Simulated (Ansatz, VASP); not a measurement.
# Two plane-wave programs on CaF2

The input INCAR:

```
ALGO = Normal ; EDIFF = 1E-6
ENCUT = 600 ; GGA = PE
GGA_COMPAT = F ; ISIF = 2
ISMEAR = -1 ; LASPH = T
LCHARG = F ; LREAL = F
LWAVE = F ; NBANDS = 19
NELM = 120 ; PREC = Accurate
SIGMA = 0.1
```

File KPOINTS:

```
k-points
0
Gamma
  5 5 5
```

The input POSCAR:

```
CaF2
1.0
    0.0000000000      2.7310000000      2.7310000000
    2.7310000000      0.0000000000      2.7310000000
    2.7310000000      2.7310000000      0.0000000000
Ca F
1 2
Direct
    0.0000000000      0.0000000000      0.0000000000
    0.2500000000      0.2500000000      0.2500000000
    0.7500000000      0.7500000000      0.7500000000
```

Input for Ansatz:

```yaml
crystal:
  lattice:
    - [0.0, 2.731, 2.731]
    - [2.731, 0.0, 2.731]
    - [2.731, 2.731, 0.0]
  atoms:
    - { symbol: Ca, position: [0.0, 0.0, 0.0] }
    - { symbol: F, position: [0.25, 0.25, 0.25] }
    - { symbol: F, position: [0.75, 0.75, 0.75] }
basis:
  ecutwfc: 450.0
kpoints:
  mp_grid:
    grid: [5, 5, 5]
hamiltonian:
  pseudopotentials:
    kind: paw
scf:
  occupations:
    method: fermi_dirac
output:
  optics:
    de: 0.05
    sigma: 0.2
    nscf_kmesh:
      grid: [7, 7, 7]
    bands:
      spectra_wanted_up_to: 8.0
```

Alike in both runs: task single point; functional PBE; k mesh 5 × 5 × 5; no spin polarisation.

```csv
,VASP,Ansatz
version,VASP 6.6.1,Ansatz 0.2.0
potentials or method,"VASP PAW PBE potentials, release 64 (Ca_sv, F), cutoff 600 eV","plane waves, PAW"
occupations,"fermi-dirac, width 0.1 eV",fermi-dirac
valence electrons in the cell,24,24
```

```tsv
	VASP	Ansatz	Ansatz less VASP
gap on the k mesh at the Fermi level (eV)	7.34	7.36	+0.020
```
